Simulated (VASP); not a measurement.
# Ti in VASP: single point with PBE+D3(BJ)

Aim: the single point of Ti with PBE+D3(BJ).

Everything below comes from runs of VASP 6.6.1. Logs are shortened: lines on timing, memory, paths and dates and some standing lists are left out, and cuts for length are marked.

## 1. The cell of the first run

The cell holds a slab with vacuum, 12 atoms: a = 5.772 Å, b = 4.574 Å, c = 24.902 Å, α = 90.00°, β = 90.00°, γ = 90.00°.

## 2. Single point, PBE+D3(BJ)

Input file INCAR:

```
PREC = Accurate ; ENCUT = 520
EDIFF = 1E-6 ; ISMEAR = 0
SIGMA = 0.1 ; LREAL = F
LASPH = T ; NELM = 100
ALGO = Normal ; ISIF = 2
LWAVE = F ; LCHARG = F
LDIPOL = T ; IDIPOL = 3
DIPOL = 0.5 0.5 0.277 ; GGA = PE
IVDW = 12 ; NBANDS = 84
```

Input file KPOINTS:

```
regular mesh
0
Gamma
  5 6 1
```

Input file POSCAR:

```
Ti
1.0
    5.7723543929      0.0000000000      0.0000000000
    0.0000000000      4.5739693184      0.0000000000
    0.0000000000      0.0000000000     24.9019456848
Ti
12
Direct
    0.0000000000      0.7500000000      0.1606300187
    0.5000000000      0.7500000000      0.1606300187
    0.2500000000      0.2500000000      0.1940879501
    0.7500000000      0.2500000000      0.1940879501
    0.2500000000      0.7500000000      0.2610038129
    0.7500000000      0.7500000000      0.2610038129
    0.0000000000      0.2500000000      0.2943786325
    0.5000000000      0.2500000000      0.2943786325
    0.0000000000      0.7500000000      0.3588600350
    0.5000000000      0.7500000000      0.3588600350
    0.2500000000      0.2500000000      0.3916138043
    0.7500000000      0.2500000000      0.3916138043
```

Potentials or basis: VASP PAW PBE potentials, release 64 (Ti_sv).

The run is started by

```sh
$ cat potpaw_PBE.64/Ti_sv/POTCAR > POTCAR
$ mpirun -np 1 vasp_std > vasp.out
```

OUTCAR:

```text
PREC = Accurate
   ENCUT = 520
   EDIFF = 1E-6
   ISMEAR = 0
   LREAL = F
   LASPH = T
   NELM = 100
   ISIF = 2
   GGA = PE
   IVDW = 12
 IVDW          = 12

 ion  position               nearest neighbor table
   1  0.000  0.750  0.161-   3 2.83   4 2.83   3 2.83   4 2.83   5 2.89   6 2.89   2 2.89   2 2.89

   2  0.500  0.750  0.161-   3 2.83   4 2.83   3 2.83   4 2.83   5 2.89   6 2.89   1 2.89   1 2.89

   3  0.250  0.250  0.194-   5 2.83   5 2.83   1 2.83   1 2.83   2 2.83   2 2.83   8 2.88   7 2.88
                             4 2.89   4 2.89
   4  0.750  0.250  0.194-   6 2.83   6 2.83   1 2.83   1 2.83   2 2.83   2 2.83   8 2.88   7 2.88
                             3 2.89   3 2.89
   5  0.250  0.750  0.261-   7 2.83   8 2.83   7 2.83   8 2.83   3 2.83   3 2.83  10 2.83   9 2.83
                             1 2.89   2 2.89   6 2.89   6 2.89
   6  0.750  0.750  0.261-   7 2.83   8 2.83   7 2.83   8 2.83   4 2.83   4 2.83  10 2.83   9 2.83
                             1 2.89   2 2.89   5 2.89   5 2.89
   7  0.000  0.250  0.294-   9 2.79   9 2.79  12 2.82  11 2.82   5 2.83   5 2.83   6 2.83   6 2.83
                             3 2.88   4 2.88   8 2.89   8 2.89
   8  0.500  0.250  0.294-  10 2.79  10 2.79  12 2.82  11 2.82   5 2.83   5 2.83   6 2.83   6 2.83
                             3 2.88   4 2.88   7 2.89   7 2.89
   9  0.000  0.750  0.359-   7 2.79   7 2.79  12 2.82  11 2.82  11 2.82  12 2.82   5 2.83   6 2.83
[... 14 lines left out ...]
 A1 = (   0.0000000000,  -4.5739693184,   0.0000000000)
 A2 = (   5.7723543929,   0.0000000000,   0.0000000000)
 A3 = (   0.0000000000,   0.0000000000,  24.9019456848)

Analysis of symmetry for initial positions (statically):
=====================================================================
 Subroutine PRICEL returns following result:

  LATTYP: Found a simple orthorhombic cell.
 ALAT       =     2.8861771964
 B/A-ratio  =     1.5847846501
 C/A-ratio  =     8.6280030607

  Lattice vectors:

 A1 = (   2.8861771964,   0.0000000000,   0.0000000000)
 A2 = (   0.0000000000,   4.5739693184,   0.0000000000)
 A3 = (   0.0000000000,   0.0000000000,  24.9019456848)

   2 primitive cells build up your supercell.

 Routine SETGRP: Setting up the symmetry group for a
 simple orthorhombic supercell.

 Subroutine GETGRP returns: Found  4 space group operations
 (whereof  2 operations were pure point group operations)
 out of a pool of  8 trial point group operations.

The static configuration has the point symmetry C_1h.
 The point group associated with its full space group is C_2v.

Analysis of symmetry for dynamics (positions and initial velocities):
=====================================================================
 Subroutine PRICEL returns following result:

  LATTYP: Found a simple orthorhombic cell.
 ALAT       =     2.8861771964
 B/A-ratio  =     1.5847846501
 C/A-ratio  =     8.6280030607

  Lattice vectors:

 A1 = (   2.8861771964,   0.0000000000,   0.0000000000)
 A2 = (   0.0000000000,   4.5739693184,   0.0000000000)
 A3 = (   0.0000000000,   0.0000000000,  24.9019456848)

   2 primitive cells build up your supercell.

 Routine SETGRP: Setting up the symmetry group for a
 simple orthorhombic supercell.

 Subroutine GETGRP returns: Found  4 space group operations
 (whereof  2 operations were pure point group operations)
 out of a pool of  8 trial point group operations.

The dynamic configuration has the point symmetry C_1h.
 The point group associated with its full space group is C_2v.

 Subroutine INISYM returns: Found  4 space group operations
 (whereof  2 operations are pure point group operations),
 and found     2 'primitive' translations

----------------------------------------------------------------------------------------

                                     Primitive cell

  volume of cell :     328.7377

  direct lattice vectors                    reciprocal lattice vectors
     2.886177196  0.000000000  0.000000000     0.346479073  0.000000000  0.000000000
     0.000000000  4.573969318  0.000000000     0.000000000  0.218628489  0.000000000
     0.000000000  0.000000000 24.901945685     0.000000000  0.000000000  0.040157505

[... 35 lines left out ...]
  Length of vectors
     0.034647907  0.036438081  0.040157505

  Shift w.r.t. Gamma in fractional coordinates (k-lattice)
     0.000000000  0.000000000  0.000000000

 Subroutine IBZKPT returns following result:
 ===========================================

 Found     12 irreducible k-points:

 Following reciprocal coordinates:
            Coordinates               Weight
  0.000000  0.000000  0.000000      1.000000
  0.200000  0.000000  0.000000      2.000000
  0.400000  0.000000  0.000000      2.000000
  0.000000  0.166667  0.000000      2.000000
  0.200000  0.166667  0.000000      4.000000
  0.400000  0.166667  0.000000      4.000000
  0.000000  0.333333  0.000000      2.000000
  0.200000  0.333333  0.000000      4.000000
  0.400000  0.333333  0.000000      4.000000
  0.000000  0.500000  0.000000      1.000000
  0.200000  0.500000  0.000000      2.000000
  0.400000  0.500000  0.000000      2.000000
   k-points           NKPTS =     12   k-points in BZ     NKDIM =     12   number of bands    NBANDS=     84
   number of dos      NEDOS =    301   number of ions     NIONS =     12
   total plane-waves  NPLWV = 331776
   dimension x,y,z NGX =    48 NGY =   36 NGZ =  192
   dimension x,y,z NGXF=    96 NGYF=   72 NGZF=  384
   ions per type =              12
   NGX,Y,Z   is equivalent  to a cutoff of  13.82, 13.08, 12.82 a.u.
   NGXF,Y,Z  is equivalent  to a cutoff of  27.65, 26.17, 25.64 a.u.
 SYSTEM =  unknown system
   PREC   = accura    normal or accurate (medium, high low for compatibility)
   ISTART =      0    job   : 0-new  1-cont  2-samecut
   ICHARG =      2    charge: 1-file 2-atom 10-const
   ISPIN  =      1    spin polarized calculation?
   LNONCOLLINEAR =      F non collinear calculations
   LSORBIT =      F    spin-orbit coupling
   LASPH  =      T    aspherical Exc in radial PAW
   ENCUT  =  520.0 eV  38.22 Ry    6.18 a.u.  10.73  8.50 46.30*2*pi/ulx,y,z
   NELM   =    100;   NELMIN=  2; NELMDL= -5     # of ELM steps
   EDIFF  = 0.1E-05   stopping-criterion for ELM
   LREAL  =      F    real-space projection
   EDIFFG = 0.1E-04   stopping-criterion for IOM
   NSW    =      0    number of steps for IOM
   IBRION =     -1    ionic relax: 0-MD 1-quasi-New 2-CG
   NFREE  =      0    steps in history (QN), initial steepest desc. (CG)
   ISIF   =      2    stress and relaxation
   ISYM   =      2    0-nonsym 1-usesym 2-fastsym
   POTIM  = 0.5000    time-step for ionic-motion
   TEBEG  =    0.0;   TEEND  =   0.0 temperature during run
   PSTRESS=    0.0 pullay stress
   NELECT =     144.0000    total number of electrons
   NUPDOWN=      -1.0000    fix difference up-down
   EMIN   =  10.00;   EMAX   =-10.00  energy-range for DOS
   EFERMI =   0.00;   METHOD = LEGACY
   ISMEAR =     0;   SIGMA  =   0.10  broadening in eV -4-tet -1-fermi 0-gaus
   EFERMI_NEDOS =   21; number of points for ismear=-14 and -15
   IALGO  =     38    algorithm
   IMIX   =      4    mixing-type and parameters
     AMIX     =   0.40;   BMIX     =  1.00
     AMIX_MAG =   1.60;   BMIX_MAG =  1.00
  volume/ion in A,a.u.               =      54.79       369.74
  Fermi-wavevector in a.u.,A,eV,Ry     =   0.986815  1.864810 13.249411  0.973804
  Thomas-Fermi vector in A             =   2.118224
   LORBIT       =      0    0 simple, 1 ext, 2 COOP (PROOUT), +10 PAW based schemes
   GGA     = PE    functional components
   LHFCALC =     F    Hartree Fock is set to
   AEXX    =    0.0000 exact exchange contribution
   IVDW    =    12    specifies the selected vdW correction
   LEPSILON=     F    determine dielectric tensor
   LRPA    =     F    only Hartree local field effects (RPA)
 non-spin polarized calculation
 Gauss-broadening in eV      SIGMA  =   0.10
  energy-cutoff  :      520.00
  volume of cell :      657.48
 maximum number of plane-waves:     17747
 NGX is ok and might be reduce to    48
   NGX = 21   NGY = 17   NGZ = 93

 dipolmoment           0.000000      0.000000     -0.063715 electrons x Angstroem

 number of electron     144.0000040 magnetization

 dipolmoment           0.000000      0.000000      0.011361 electrons x Angstroem

 Free energy of the ion-electron system (eV)
  ---------------------------------------------------
  ext. energy  EPLUGINS =         0.00000000
  ---------------------------------------------------
  free energy    TOTEN  =       -87.31379437 eV

  energy without entropy =      -87.21031133  energy(sigma->0) =      -87.26205285

 E-fermi :   0.1204     XC(G=0):  -4.4262

 val. band max:        0.1152661294   @ k =   0.4000   0.3333   0.0000
 cond. band min:       0.1306918568   @ k =   0.4000   0.0000   0.0000
 fundamental gap:      0.0154257274
 Fermi energy:         0.1203695848

 k-point     1 :       0.0000    0.0000    0.0000
  band No.  band energies     occupation
      1     -56.8567      2.00000
      2     -56.8254      2.00000
      3     -56.7996      2.00000
      4     -56.7655      2.00000
      5     -56.6504      2.00000
      6     -56.5668      2.00000
[... 1033 lines left out ...]
     83       0.5908      0.00000
     84       0.6060      0.00000

------------------------ aborting loop because EDIFF is reached ----------------------------------------

 vacuum level on the upper side and lower side of the slab       (xc-potential included)        -0.148        -0.221

 Edisp (eV)   -5.21990

 E8    (eV) :    -2.5853

  FORCE on cell =-STRESS in cart. coord.  units (eV):
  Direction    XX          YY          ZZ          XY          YZ          ZX
  --------------------------------------------------------------------------------------
  -------------------------------------------------------------------------------------
  Total      -5.41347    -4.68683    -1.46974     0.00000     0.00000     0.00000
  in kB     -13.19189   -11.42117    -3.58156     0.00000     0.00000     0.00000
  external pressure =       -9.40 kB  Pullay stress =        0.00 kB

 VOLUME and BASIS-vectors are now :
 -----------------------------------------------------------------------------
  energy-cutoff  :      520.00
  volume of cell :      657.48
      direct lattice vectors                 reciprocal lattice vectors
     5.772354393  0.000000000  0.000000000     0.173239537  0.000000000  0.000000000
     0.000000000  4.573969318  0.000000000     0.000000000  0.218628489  0.000000000
     0.000000000  0.000000000 24.901945685     0.000000000  0.000000000  0.040157505

 POSITION                                       TOTAL-FORCE (eV/Angst)
 -----------------------------------------------------------------------------------
      0.00000      3.43048      4.00000         0.000000     -0.000000      0.189359
      2.88618      3.43048      4.00000         0.000000     -0.000000      0.189359
      1.44309      1.14349      4.83317         0.000000      0.000000      0.125974
      4.32927      1.14349      4.83317        -0.000000      0.000000      0.125974
      1.44309      3.43048      6.49950         0.000000     -0.000000     -0.315136
      4.32927      3.43048      6.49950         0.000000      0.000000     -0.315136
      0.00000      1.14349      7.33060         0.000000      0.000000      0.002766
      2.88618      1.14349      7.33060         0.000000      0.000000      0.002766
      0.00000      3.43048      8.93631         0.000000     -0.000000     -0.001259
      2.88618      3.43048      8.93631         0.000000     -0.000000     -0.001259
      1.44309      1.14349      9.75195        -0.000000     -0.000000     -0.001703
      4.32927      1.14349      9.75195        -0.000000      0.000000     -0.001703
 -----------------------------------------------------------------------------------
    total drift:                                0.000000      0.000000     -0.000998

  FREE ENERGIE OF THE ION-ELECTRON SYSTEM (eV)
  ---------------------------------------------------
  free  energy   TOTEN  =       -92.5336974005 eV

  energy  without entropy=      -92.4302143537  energy(sigma->0) =      -92.48195588

 vacuum level on the upper side and lower side of the slab         3.810         3.735
```

It took 30 min on 1 thread of Intel Xeon 6975P-C (Granite Rapids), shared host; peak memory 0.9 GiB.

Results:

```yaml
Free_energy: -92.5337 eV
Largest_force: 0.315 eV/Å
Band_gap_on_the_k_mesh: zero (band 72 reaches 0.30 eV, above the bottom of band 73 at 0.00 eV)
Dispersion_energy_per_atom: -0.435 eV
```

Forces on the atoms (eV/Å):
```
Ti   0.000  0.000  0.189
Ti   0.000  0.000  0.189
Ti   0.000  0.000  0.126
Ti   0.000  0.000  0.126
Ti   0.000  0.000 -0.315
Ti   0.000  0.000 -0.315
Ti   0.000  0.000  0.003
Ti   0.000  0.000  0.003
Ti   0.000  0.000 -0.001
Ti   0.000  0.000 -0.001
Ti   0.000  0.000 -0.002
Ti   0.000  0.000 -0.002
```

Levels at points of the mesh, in eV from the Fermi level:
```
           k point  band 69  band 70  band 71  band 72  band 73  band 74  band 75  band 76
(0.00, 0.00, 0.00)    -0.58    -0.49    -0.02     0.18     0.31     0.40     0.41     0.42
(0.00, 0.50, 0.00)    -0.43    -0.41    -0.03    -0.01     0.20     0.21     0.36     0.37
```
